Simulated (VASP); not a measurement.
Runs of VASP 6.6.1 on MgO (dscan). The structure is that of space group Fm-3m (No. 225), or close to it. The cells are those of the table. 

| task | potentials or basis | cell | cutoff (eV) | smearing | second run | gap on the mesh (eV) | pressure (GPa) | relaxed volume (Å³/atom) |
| --- | --- | --- | --- | --- | --- | --- | --- | --- |
| single point | VASP PAW PBE potentials, release 64 (Mg_sv, O) | a = 3.004 Å, angles 60.0°, 2 atoms | 660 | gaussian 0.1 eV | valence_matched | 5.40 | -5.0 | - |
| single point | VASP PAW PBE potentials, release 64 (Mg, O) | a = 2.975 Å, angles 60.0°, 2 atoms | 520 | gaussian 0.02 eV | - | 5.64 | -1.5 | - |
| single point | VASP PAW PBE potentials, release 64 (Mg, O) | a = 3.004 Å, angles 60.0°, 2 atoms | 520 | gaussian 0.1 eV | - | 5.34 | -6.1 | - |
| relaxation of cell and atoms | VASP PAW PBE potentials, release 64 (Mg, O) | relaxed from a = 3.004 Å, angles 60.0°, 2 atoms | 600 | gaussian 0.02 eV | - | (b) | 0.0 | 9.21 |
| relaxation of cell and atoms | VASP PAW PBE potentials, release 64 (Mg_sv, O) | relaxed from a = 3.004 Å, angles 60.0°, 2 atoms | 660 | gaussian 0.02 eV | valence_matched | 5.72 | 0.0 | (c) |
| single point | VASP PAW PBE potentials, release 64 (Mg_sv, O) | a = 2.975 Å, angles 60.0°, 2 atoms | 660 | gaussian 0.02 eV | valence_matched | (a) | -0.5 | - |

Alike in all rows: level r2SCAN; no spin polarisation; k mesh 8 × 8 × 8.

Q: Fill in the values left out.

A: (a) 5.69; (b) 5.75; (c) 9.28.

Caveats: the PAW data sets were made with another functional, which shifts forces and pressure a little.

The runs don't all hold the same shells in valence.
